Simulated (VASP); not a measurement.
# ZnO (Fm-3m) in VASP: a series of runs

ZnO is run at these levels: PBE; tasks: single point.

Everything below comes from runs of VASP 6.6.1. Logs are shortened: lines on timing, memory, paths and dates and some standing lists are left out, and cuts for length are marked.

## (1) The cell of the first run

The structure is cubic, space group Fm-3m (No. 225). Conventional cell: a = 4.207 Å, b = 4.207 Å, c = 4.207 Å, α = 90.00°, β = 90.00°, γ = 90.00°. Zn (site symmetry m-3m) has 6 O at 2.10 Å within 2.8 Å. Within 2.8 Å of O (site symmetry m-3m) lie 6 Zn at 2.10 Å.

## (2) Single point, PBE (volume scaled by 0.95)

INCAR

```
SYSTEM = ZnO
PREC     = Accurate       ! precision mode
ENCUT    = 520            ! plane-wave cutoff, eV
EDIFF    = 1E-6           ! SCF threshold, eV
ISMEAR   = -1             ! smearing method
SIGMA    = 0.03           ! smearing width, eV
LREAL    = .FALSE.        ! projectors in reciprocal space
LASPH    = .TRUE.         ! aspherical terms in the spheres
NELM     = 60             ! most SCF steps
ALGO     = Normal         ! electronic algorithm
ISIF     = 2              ! what is computed and relaxed
LWAVE    = .FALSE.        ! write WAVECAR
LCHARG   = .TRUE.         ! write CHGCAR
GGA      = PE             ! functional
LELF     = .TRUE.         ! ELF
LVHAR    = .TRUE.       
NBANDS   = 16             ! bands
```

KPOINTS

```
Automatic mesh
0
G
  10 10 10
  0 0 0
```

POSCAR

```
ZnO
1.0
    0.0000000000      2.1037218051      2.1037218051
    2.1037218051      0.0000000000      2.1037218051
    2.1037218051      2.1037218051      0.0000000000
Zn O
1 1
Direct
    0.0000000000      0.0000000000      0.0000000000
    0.5000000000      0.5000000000      0.5000000000
```

Potentials or basis: VASP PAW PBE potentials, release 64 (Zn, O).

Run with:

```
cat potpaw_PBE.64/Zn/POTCAR potpaw_PBE.64/O/POTCAR > POTCAR
mpirun -np 1 vasp_std > vasp.out
```

OUTCAR:

```text
SYSTEM = ZnO
   PREC = Accurate
   ENCUT = 520
   EDIFF = 1E-6
   ISMEAR = -1
   LREAL = .FALSE.
   LASPH = .TRUE.
   NELM = 60
   ISIF = 2
   GGA = PE

 ion  position               nearest neighbor table
   1  0.000  0.000  0.000-   2 2.10   2 2.10   2 2.10   2 2.10   2 2.10   2 2.10
   2  0.500  0.500  0.500-   1 2.10   1 2.10   1 2.10   1 2.10   1 2.10   1 2.10

  LATTYP: Found a face centered cubic cell.
 ALAT       =     4.2074436102

  Lattice vectors:

 A1 = (   0.0000000000,   2.1037218051,   2.1037218051)
 A2 = (   2.1037218051,   0.0000000000,   2.1037218051)
 A3 = (   2.1037218051,   2.1037218051,   0.0000000000)

Analysis of symmetry for initial positions (statically):
=====================================================================
 Subroutine PRICEL returns:
 Original cell was already a primitive cell.

 Routine SETGRP: Setting up the symmetry group for a
 face centered cubic supercell.

 Subroutine GETGRP returns: Found 48 space group operations
 (whereof 48 operations were pure point group operations)
 out of a pool of 48 trial point group operations.

The static configuration has the point symmetry O_h .

Analysis of symmetry for dynamics (positions and initial velocities):
=====================================================================
 Subroutine PRICEL returns:
 Original cell was already a primitive cell.

 Routine SETGRP: Setting up the symmetry group for a
 face centered cubic supercell.

 Subroutine GETGRP returns: Found 48 space group operations
 (whereof 48 operations were pure point group operations)
 out of a pool of 48 trial point group operations.

The dynamic configuration has the point symmetry O_h .

 Subroutine INISYM returns: Found 48 space group operations
 (whereof 48 operations are pure point group operations),
 and found     1 'primitive' translations

----------------------------------------------------------------------------------------

                                     Primitive cell

  volume of cell :      18.6207

  direct lattice vectors                    reciprocal lattice vectors
     0.000000000  2.103721805  2.103721805    -0.237674011  0.237674011  0.237674011
     2.103721805  0.000000000  2.103721805     0.237674011 -0.237674011  0.237674011
     2.103721805  2.103721805  0.000000000     0.237674011  0.237674011 -0.237674011

  length of vectors
[... 74 lines left out ...]
   ISTART =      0    job   : 0-new  1-cont  2-samecut
   ICHARG =      2    charge: 1-file 2-atom 10-const
   ISPIN  =      1    spin polarized calculation?
   LNONCOLLINEAR =      F non collinear calculations
   LSORBIT =      F    spin-orbit coupling
   LASPH  =      T    aspherical Exc in radial PAW
   ENCUT  =  520.0 eV  38.22 Ry    6.18 a.u.   5.53  5.53  5.53*2*pi/ulx,y,z
   NELM   =     60;   NELMIN=  2; NELMDL= -5     # of ELM steps
   EDIFF  = 0.1E-05   stopping-criterion for ELM
   LREAL  =      F    real-space projection
   EDIFFG = 0.1E-04   stopping-criterion for IOM
   NSW    =      0    number of steps for IOM
   IBRION =     -1    ionic relax: 0-MD 1-quasi-New 2-CG
   NFREE  =      0    steps in history (QN), initial steepest desc. (CG)
   ISIF   =      2    stress and relaxation
   ISYM   =      2    0-nonsym 1-usesym 2-fastsym
   POTIM  = 0.5000    time-step for ionic-motion
   TEBEG  =    0.0;   TEEND  =   0.0 temperature during run
   PSTRESS=    0.0 pullay stress
   NELECT =      18.0000    total number of electrons
   NUPDOWN=      -1.0000    fix difference up-down
   EMIN   =  10.00;   EMAX   =-10.00  energy-range for DOS
   EFERMI =   0.00;   METHOD = LEGACY
   ISMEAR =    -1;   SIGMA  =   0.03  broadening in eV -4-tet -1-fermi 0-gaus
   EFERMI_NEDOS =   21; number of points for ismear=-14 and -15
   IALGO  =     38    algorithm
   IMIX   =      4    mixing-type and parameters
     AMIX     =   0.40;   BMIX     =  1.00
     AMIX_MAG =   1.60;   BMIX_MAG =  1.00
  volume/ion in A,a.u.               =       9.31        62.83
  Fermi-wavevector in a.u.,A,eV,Ry     =   1.618704  3.058906 35.650008  2.620202
  Thomas-Fermi vector in A             =   2.712924
   LORBIT       =      0    0 simple, 1 ext, 2 COOP (PROOUT), +10 PAW based schemes
   GGA     = PE    functional components
   LHFCALC =     F    Hartree Fock is set to
   AEXX    =    0.0000 exact exchange contribution
   IVDW    =     0    specifies the selected vdW correction
   LEPSILON=     F    determine dielectric tensor
   LRPA    =     F    only Hartree local field effects (RPA)
 non-spin polarized calculation
  energy-cutoff  :      520.00
  volume of cell :       18.62
 maximum number of plane-waves:       531
 NGX is ok and might be reduce to    24
   NGX = 11   NGY = 11   NGZ = 11

 number of electron      17.9999990 magnetization

 Free energy of the ion-electron system (eV)
  ---------------------------------------------------
  ext. energy  EPLUGINS =         0.00000000
  ---------------------------------------------------
  free energy    TOTEN  =        -8.53394642 eV

  energy without entropy =       -8.53394642  energy(sigma->0) =       -8.53394642

 E-fermi :   3.8727     XC(G=0): -12.5884

 val. band max:        3.2899559472   @ k =   0.5000   0.0000   0.0000
 cond. band min:       4.4069009718   @ k =   0.0000   0.0000   0.0000
 fundamental gap:      1.1169450246
 Fermi energy:         3.8727005452

 k-point     1 :       0.0000    0.0000    0.0000
  band No.  band energies     occupation
      1     -15.8058      2.00000
      2      -1.6728      2.00000
      3      -1.6728      2.00000
      4      -1.6728      2.00000
      5      -1.4327      2.00000
      6      -1.4327      2.00000
[... 433 lines left out ...]
      3      -2.1525      2.00000
      4      -1.6732      2.00000
      5      -1.4199      2.00000
      6      -1.1685      2.00000
[... 8 lines left out ...]
     15      31.4480      0.00000
     16      32.2150      0.00000

 [... further k-points ...]
[... 5 lines left out ...]
  --------------------------------------------------------------------------------------
  -------------------------------------------------------------------------------------
  Total        2.1803191      2.1803191      2.1803191      0.0000000      0.0000000     -0.0000000
  in kB      187.6012511    187.6012511    187.6012511      0.0000000      0.0000000     -0.0000000
  external PRESSURE =     187.6012511 kB  Pullay stress =       0.0000000 kB

 VOLUME and BASIS-vectors are now :
 -----------------------------------------------------------------------------
  energy-cutoff  :      520.00
  volume of cell :       18.62
      direct lattice vectors                 reciprocal lattice vectors
     0.000000000  2.103721805  2.103721805    -0.237674011  0.237674011  0.237674011
     2.103721805  0.000000000  2.103721805     0.237674011 -0.237674011  0.237674011
     2.103721805  2.103721805  0.000000000     0.237674011  0.237674011 -0.237674011

 POSITION                                       TOTAL-FORCE (eV/Angst)
 -----------------------------------------------------------------------------------
      0.00000      0.00000      0.00000        -0.000000     -0.000000     -0.000000
      2.10372      2.10372      2.10372         0.000000      0.000000      0.000000
 -----------------------------------------------------------------------------------
    total drift:                                0.000000     -0.000000     -0.000000

  FREE ENERGIE OF THE ION-ELECTRON SYSTEM (eV)
  ---------------------------------------------------
  free  energy   TOTEN  =        -8.5339464179 eV

  energy  without entropy=       -8.5339464178  energy(sigma->0) =       -8.53394642
```

OSZICAR:

```text
N       E                     dE             d eps       ncg     rms          rms(c)
DAV:   1     0.851533133951E+02    0.85153E+02   -0.98166E+03  1616   0.175E+03
DAV:   2    -0.602138028370E+01   -0.91175E+02   -0.83637E+02  1616   0.295E+02
DAV:   3    -0.100036242074E+02   -0.39822E+01   -0.39700E+01  1816   0.610E+01
DAV:   4    -0.100194283793E+02   -0.15804E-01   -0.15804E-01  1768   0.380E+00
DAV:   5    -0.100194766330E+02   -0.48254E-04   -0.48254E-04  1864   0.200E-01    0.101E+01
DAV:   6    -0.854431210929E+01    0.14752E+01   -0.26098E+00  2160   0.486E+01    0.699E+00
DAV:   7    -0.854839055674E+01   -0.40784E-02   -0.50769E-01  1736   0.111E+01    0.389E+00
DAV:   8    -0.853613361231E+01    0.12257E-01   -0.51535E-02  1632   0.217E+00    0.623E-01
DAV:   9    -0.853381809163E+01    0.23155E-02   -0.46653E-03  2272   0.151E+00    0.647E-02
DAV:  10    -0.853392832562E+01   -0.11023E-03   -0.79175E-04  1624   0.246E-01    0.337E-02
DAV:  11    -0.853394659271E+01   -0.18267E-04   -0.19111E-05  1880   0.689E-02    0.603E-03
DAV:  12    -0.853394641788E+01    0.17483E-06   -0.10443E-06  1264   0.190E-02
   1 F= -.85339464E+01 E0= -.85339464E+01  d E =-.896967E-10
```

stdout:

```text
POSCAR found type information on POSCAR ZnO
 POSCAR found :  2 types and       2 ions
 scaLAPACK will be used
 LDA part: xc-table for (Slater+PW92), standard interpolation
 POSCAR, INCAR and KPOINTS ok, starting setup
 FFT: planning ... GRIDC
 FFT: planning ... GRID_SOFT
 FFT: planning ... GRID
 WAVECAR not read
 entering main loop
```

Wall time 14 s (1 thread of AMD EPYC 7R13 (Zen 3), shared host); peak memory 0.11 GiB.

Results:

- Free energy: -8.5339 eV
- Pressure: 18.8 GPa
- Band gap on the k mesh: 1.12 eV, indirect (least direct gap 2.69 eV)

 A k mesh can miss the band edges.

(Part 1 of 2 ends here.)
